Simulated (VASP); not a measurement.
A run of VASP 6.6.1 is set up as follows.

The input INCAR:

```
SYSTEM = Al
PREC = Accurate ; ENCUT = 500
EDIFF = 1E-6 ; ISMEAR = -1
SIGMA = 0.05 ; LREAL = .FALSE.
LASPH = .TRUE. ; NELM = 120
ALGO = Normal ; ISIF = 2
LWAVE = .FALSE. ; LCHARG = .TRUE.
GGA = CA ; LELF = .TRUE.
LVHAR = .TRUE. ; NBANDS = 8
GGA_COMPAT = .FALSE.
```

Contents of KPOINTS:

```
regular mesh
0
G
  9 9 9
  0 0 0
```

POSCAR

```
Al
1.0
    0.0000000000      1.9950826981      1.9950826981
    1.9950826981      0.0000000000      1.9950826981
    1.9950826981      1.9950826981      0.0000000000
Al
1
Direct
    0.0000000000      0.0000000000      0.0000000000
```

Potentials or basis: VASP PAW LDA potentials, release 64 (Al).

Launch:

```console
$ cat potpaw_LDA.64/Al/POTCAR > POTCAR
$ mpirun -np 1 vasp_std > vasp.out
```

Q: What does it give for the pressure?

A: 0.0 GPa.
